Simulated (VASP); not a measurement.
Write the native input for VASP 6.6.1 that does the following.

```
Task                   : single point
Functional             : PBEsol
Potentials or basis    : VASP PAW PBE potentials, release 64 (In_d, As)
Cutoff                 : 500 eV
k mesh                 : 14 × 14 × 14
Occupations            : gaussian, width 0.1 eV
Spin                   : no spin polarisation
Dipole correction      : no
Further INCAR settings : ALGO = Normal; EDIFF = 1e-06; NBANDS = 16
```

The structure of InAs lies in POSCAR:

```
InAs
1.0
    0.0000000000      2.7898145972      2.7898145972
    2.7898145972      0.0000000000      2.7898145972
    2.7898145972      2.7898145972      0.0000000000
In As
1 1
Direct
    0.5000000000      0.5000000000      0.5000000000
    0.0000000000      0.0000000000      0.0000000000
```

These files were run (other wordings do the same):

INCAR

```
SYSTEM = InAs
PREC     = Accurate       ! precision mode
ENCUT    = 500            ! plane-wave cutoff, eV
EDIFF    = 1E-6           ! SCF threshold, eV
ISMEAR   = 0              ! smearing method
SIGMA    = 0.1            ! smearing width, eV
LREAL    = .FALSE.        ! projectors in reciprocal space
LASPH    = .TRUE.         ! aspherical terms in the spheres
NELM     = 120            ! most SCF steps
ALGO     = Normal         ! electronic algorithm
ISIF     = 2              ! what is computed and relaxed
LWAVE    = .FALSE.        ! write WAVECAR
LCHARG   = .TRUE.         ! write CHGCAR
GGA      = PS             ! functional
LELF     = .TRUE.         ! ELF
LVHAR    = .TRUE.       
NBANDS   = 16             ! bands
GGA_COMPAT= .FALSE.
```

KPOINTS

```
regular mesh
0
G
  14 14 14
  0 0 0
```

Potentials or basis: VASP PAW PBE potentials, release 64 (In_d, As).

Launch:

```sh
$ cat potpaw_PBE.64/In_d/POTCAR potpaw_PBE.64/As/POTCAR > POTCAR
$ mpirun -np 1 vasp_std > vasp.out
```

Results of the run:

```yaml
Pressure: 3.2 GPa
Band_gap_on_the_k_mesh: zero (bands 9 and 10 overlap by 2.97 eV)
```

Caveat: the cell stands under pressure; the PAW data sets were made with another functional, which shifts forces and pressure a little; spin-orbit coupling is left out, which moves the levels of the heavy elements.

Wall time 36 s on 1 thread of AMD EPYC 9R45 96-Core Processor (Zen 5), with other jobs on the host, peak memory 0.19 GiB.
